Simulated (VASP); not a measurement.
Runs of VASP 6.6.1 on Fe. The structure is that of space group Fd-3m (No. 227), or close to it. The cells are those of the table. This isn't the form of Fe at room conditions, which is bcc.

```tsv
cell	k mesh	gap on the mesh (eV)	pressure (GPa)
a = 3.430 Å, angles 60.0°, 2 atoms	12 × 12 × 12	none	5.2
a = 3.381 Å, angles 60.0°, 2 atoms	12 × 12 × 12	none	13.1
a = 3.332 Å, angles 60.0°, 2 atoms	12 × 12 × 12	none	(a)
a = 3.477 Å, angles 60.0°, 2 atoms	11 × 11 × 11	none	-1.2
```

Alike in all rows: task single point; level RPBE; potentials or basis VASP PAW PBE potentials, release 64 (Fe_sv); no spin polarisation; cutoff (eV) 690; smearing fermi-dirac 0.1 eV.

**Question.** Estimate the missing entries.

**Answer.** (a) 23.0.

Caveats: the PAW data sets were made with another functional, which shifts forces and pressure a little; the run has no spin polarisation, though such a crystal can be magnetic; the cell stands under pressure (at least some runs).

A gap of «none» marks levels without a gap at the run's occupations.
